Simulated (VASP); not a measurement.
# Ga4O (I4/mmm) in VASP: relaxation of cell and atoms with PBE

Aim: the relaxation of cell and atoms of Ga4O with PBE.

Program: VASP 6.6.1. These are calculated values, not measurements. Logs are shortened: lines on timing, memory, paths and dates and some standing lists are left out, and cuts for length are marked.

### Step 1. The cell of the first run

Symmetry: I4/mmm, No. 139, tetragonal system. The conventional cell has a = 4.914 Å, b = 4.914 Å, c = 6.986 Å, α = 90.00°, β = 90.00°, γ = 90.00°. Ga (site symmetry 4mm) has 1 O at 2.01 Å within 2.7 Å. Ga (site symmetry mmm) has 2 O at 2.46 Å and 8 Ga at 2.87 to 3.18 Å within 3.2 Å. O (site symmetry 4/mmm) has 6 Ga at 2.01 to 2.46 Å within 2.7 Å.

### Step 2. Relaxation of cell and atoms, PBE

File INCAR:

```
ALGO = Fast ; EDIFF = 1E-7
EDIFFG = -0.01 ; ENCUT = 600
GGA = PE ; IBRION = 2
ISIF = 3 ; ISMEAR = 0
LASPH = True ; LCHARG = False
LREAL = False ; LWAVE = False
NELM = 100 ; NSW = 100
PREC = Accurate ; SIGMA = 0.1
```

File KPOINTS:

```
k-points
0
Gamma
  12 12 12
```

File POSCAR:

```
Ga4O
1.0
   -2.4572387031      2.4572387031      3.4927653965
    2.4572387031     -2.4572387031      3.4927653965
    2.4572387031      2.4572387031     -3.4927653965
Ga O
4 1
Direct
    0.7121677921      0.7121677921      0.0000000000
    0.5000000000      0.0000000000      0.5000000000
    0.0000000000      0.5000000000      0.5000000000
    0.2878322079      0.2878322079      0.0000000000
    0.0000000000      0.0000000000      0.0000000000
```

Potentials or basis: VASP PAW PBE potentials, release 64 (Ga_d, O).

Started as:

```
$ cat potpaw_PBE.64/Ga_d/POTCAR potpaw_PBE.64/O/POTCAR > POTCAR
$ mpirun -np 1 vasp_std > vasp.out
```

OUTCAR:

```text
EDIFF = 1E-7
   EDIFFG = -0.01
   ENCUT = 600
   GGA = PE
   IBRION = 2
   ISIF = 3
   ISMEAR = 0
   LASPH = True
   LREAL = False
   NELM = 100
   NSW = 100
   PREC = Accurate

 ion  position               nearest neighbor table
   1  0.712  0.712  0.000-   5 2.01   3 2.87   2 2.87   2 2.87   3 2.87
   2  0.500  0.000  0.500-   1 2.87   4 2.87   1 2.87   4 2.87
   3  0.000  0.500  0.500-   1 2.87   4 2.87   1 2.87   4 2.87
   4  0.288  0.288  0.000-   5 2.01   2 2.87   3 2.87   2 2.87   3 2.87
   5  0.000  0.000  0.000-   1 2.01   4 2.01

  LATTYP: Found a body centered tetragonal cell.
 ALAT       =     4.9144774062
 C/A-ratio  =     1.4214188439

  Lattice vectors:

 A1 = (  -2.4572387031,   2.4572387031,   3.4927653965)
 A2 = (   2.4572387031,  -2.4572387031,   3.4927653965)
 A3 = (   2.4572387031,   2.4572387031,  -3.4927653965)

Analysis of symmetry for initial positions (statically):
=====================================================================
 Subroutine PRICEL returns:
 Original cell was already a primitive cell.

 Routine SETGRP: Setting up the symmetry group for a
 body centered tetragonal supercell.

 Subroutine GETGRP returns: Found 16 space group operations
 (whereof 16 operations were pure point group operations)
 out of a pool of 16 trial point group operations.

The static configuration has the point symmetry D_4h.

Analysis of symmetry for dynamics (positions and initial velocities):
=====================================================================
 Subroutine PRICEL returns:
 Original cell was already a primitive cell.

 Routine SETGRP: Setting up the symmetry group for a
 body centered tetragonal supercell.

 Subroutine GETGRP returns: Found 16 space group operations
 (whereof 16 operations were pure point group operations)
 out of a pool of 16 trial point group operations.

The dynamic configuration has the point symmetry D_4h.

 Subroutine INISYM returns: Found 16 space group operations
 (whereof 16 operations are pure point group operations),
 and found     1 'primitive' translations

----------------------------------------------------------------------------------------

                                     Primitive cell

  volume of cell :      84.3576

[... 100 lines left out ...]
   ISIF   =      3    stress and relaxation
   ISYM   =      2    0-nonsym 1-usesym 2-fastsym
   POTIM  = 0.5000    time-step for ionic-motion
   TEBEG  =    0.0;   TEEND  =   0.0 temperature during run
   PSTRESS=    0.0 pullay stress
   NELECT =      58.0000    total number of electrons
   NUPDOWN=      -1.0000    fix difference up-down
   EMIN   =  10.00;   EMAX   =-10.00  energy-range for DOS
   EFERMI =   0.00;   METHOD = LEGACY
   ISMEAR =     0;   SIGMA  =   0.10  broadening in eV -4-tet -1-fermi 0-gaus
   EFERMI_NEDOS =   21; number of points for ismear=-14 and -15
   IALGO  =     68    algorithm
   IMIX   =      4    mixing-type and parameters
     AMIX     =   0.40;   BMIX     =  1.00
     AMIX_MAG =   1.60;   BMIX_MAG =  1.00
  volume/ion in A,a.u.               =      16.87       113.85
  Fermi-wavevector in a.u.,A,eV,Ry     =   1.444917  2.730497 28.406027  2.087784
  Thomas-Fermi vector in A             =   2.563157
   LORBIT       =      0    0 simple, 1 ext, 2 COOP (PROOUT), +10 PAW based schemes
   GGA     = PE    functional components
   LHFCALC =     F    Hartree Fock is set to
   AEXX    =    0.0000 exact exchange contribution
   IVDW    =     0    specifies the selected vdW correction
   LEPSILON=     F    determine dielectric tensor
   LRPA    =     F    only Hartree local field effects (RPA)
 conjugate gradient relaxation of ions
 non-spin polarized calculation
 RMM-DIIS sequential band-by-band and
 Gauss-broadening in eV      SIGMA  =   0.10
  energy-cutoff  :      600.00
  volume of cell :       84.36
 maximum number of plane-waves:      2834
   NGX = 19   NGY = 19   NGZ = 19

--------------------------------------- Ionic step        1  -------------------------------------------

 number of electron      57.9999991 magnetization

 Free energy of the ion-electron system (eV)
  ---------------------------------------------------
  ext. energy  EPLUGINS =         0.00000000
  ---------------------------------------------------
  free energy    TOTEN  =       -18.22420938 eV

  energy without entropy =      -18.21527521  energy(sigma->0) =      -18.21974229

------------------------ aborting loop because EDIFF is reached ----------------------------------------

  FORCE on cell =-STRESS in cart. coord.  units (eV):
  Direction    XX          YY          ZZ          XY          YZ          ZX
  --------------------------------------------------------------------------------------
  -------------------------------------------------------------------------------------
  Total        0.1419281      0.1419281     -0.1506676      0.0000000      0.0000000     -0.0000000
  in kB        2.6955962      2.6955962     -2.8615839      0.0000000      0.0000000     -0.0000000
  external PRESSURE =       0.8432028 kB  Pullay stress =       0.0000000 kB
[... 221 lines left out ...]
--------------------------------------- Ionic step        7  -------------------------------------------

 number of electron      58.0000000 magnetization

 Free energy of the ion-electron system (eV)
  ---------------------------------------------------
  ext. energy  EPLUGINS =         0.00000000
  ---------------------------------------------------
  free energy    TOTEN  =       -18.22666446 eV

  energy without entropy =      -18.21812818  energy(sigma->0) =      -18.22239632

 E-fermi :   5.2184     XC(G=0): -10.9284

 val. band max:        5.2183920801   @ k =  -0.4167   0.5000   0.1667
 cond. band min:       5.2248679814   @ k =  -0.1667   0.3333   0.0833
 fundamental gap:      0.0064759014
 Fermi energy:         5.2184132892

 k-point     1 :       0.0000    0.0000    0.0000
  band No.  band energies     occupation
      1     -13.9091      2.00000
      2      -9.7226      2.00000
      3      -9.6765      2.00000
      4      -9.6335      2.00000
      5      -9.6335      2.00000
      6      -9.6264      2.00000
[... 877 lines left out ...]
     33       9.1983      0.00000
     34       9.6411      0.00000

 [... further k-points ...]

------------------------ aborting loop because EDIFF is reached ----------------------------------------

  FORCE on cell =-STRESS in cart. coord.  units (eV):
  Direction    XX          YY          ZZ          XY          YZ          ZX
  --------------------------------------------------------------------------------------
  -------------------------------------------------------------------------------------
  Total       -0.0101230     -0.0101230     -0.0200497      0.0000000     -0.0000000      0.0000000
  in kB       -0.1917102     -0.1917102     -0.3797033      0.0000000     -0.0000000      0.0000000
  external PRESSURE =      -0.2543745 kB  Pullay stress =       0.0000000 kB
[... 20 lines left out ...]
  FREE ENERGIE OF THE ION-ELECTRON SYSTEM (eV)
  ---------------------------------------------------
  free  energy   TOTEN  =       -18.2266644558 eV

  energy  without entropy=      -18.2181281795  energy(sigma->0) =      -18.22239632

 reached required accuracy - stopping structural energy minimisation
```

CONTCAR:

```text
Ga4O
   1.00000000000000
    -2.4709831377476807    2.4709831377476807    3.4639702968310067
     2.4709831377476807   -2.4709831377476807    3.4639702968310067
     2.4709831377476807    2.4709831377476807   -3.4639702968310067
  Ga              O
     4     1
Direct
     0.7101715066498140    0.7101715066498140    0.0000000000000000
     0.5000000000000000    0.0000000000000000    0.5000000000000000
     0.0000000000000000    0.5000000000000000    0.5000000000000000
     0.2898284933501860    0.2898284933501860    0.0000000000000000
     0.0000000000000000    0.0000000000000000    0.0000000000000000

  0.00000000E+00  0.00000000E+00  0.00000000E+00
  0.00000000E+00  0.00000000E+00  0.00000000E+00
  0.00000000E+00  0.00000000E+00  0.00000000E+00
  0.00000000E+00  0.00000000E+00  0.00000000E+00
  0.00000000E+00  0.00000000E+00  0.00000000E+00
```

It took 87 min on 1 thread of Oxide Virtual Turin-like, shared host; peak memory 0.54 GiB.

What came out:

- Free energy: -18.2267 eV
- Relaxed volume: 16.92 Å³/atom
- Relaxed cell: a = 4.920 Å, b = 4.920 Å, c = 4.920 Å, α = 119.71°, β = 119.71°, γ = 90.50°
- Space group after relaxing (to 0.1 Å): I4/mmm (No. 139)
- Energy gained by relaxing: 0.5 meV/atom
- Ionic steps: 7
- Pressure after relaxing: 0.0 GPa
- Band gap on the k mesh: zero (bands 29 and 30 overlap by 1.48 eV)

The path:
| step | energy change (eV) | largest force (eV/Å) | pressure (GPa) | volume (Å³) |
| --- | --- | --- | --- | --- |
| 1 | 0.0000 | 0.0693 | 0.08 | 84.36 |
| 2 | -0.0009 | 0.0460 | 0.00 | 84.47 |
| 3 | -0.0019 | 0.0098 | -0.08 | 84.64 |
| 4 | -0.0018 | 0.0644 | -0.31 | 84.99 |
| 5 | -0.0022 | 0.0186 | -0.19 | 84.79 |
| 6 | -0.0024 | 0.0098 | 0.15 | 84.47 |
| 7 | -0.0025 | 0.0006 | -0.03 | 84.60 |

Final structure:
```xyz
5
Lattice="-2.4710 2.4710 3.4640 2.4710 -2.4710 3.4640 2.4710 2.4710 -3.4640" Properties=species:S:1:pos:R:3 pbc="T T T"
Ga    0.0000    0.0000    4.9200
Ga    0.0000    2.4710    0.0000
Ga    2.4710    0.0000    0.0000
Ga    0.0000    0.0000    2.0079
O     0.0000    0.0000    0.0000
```
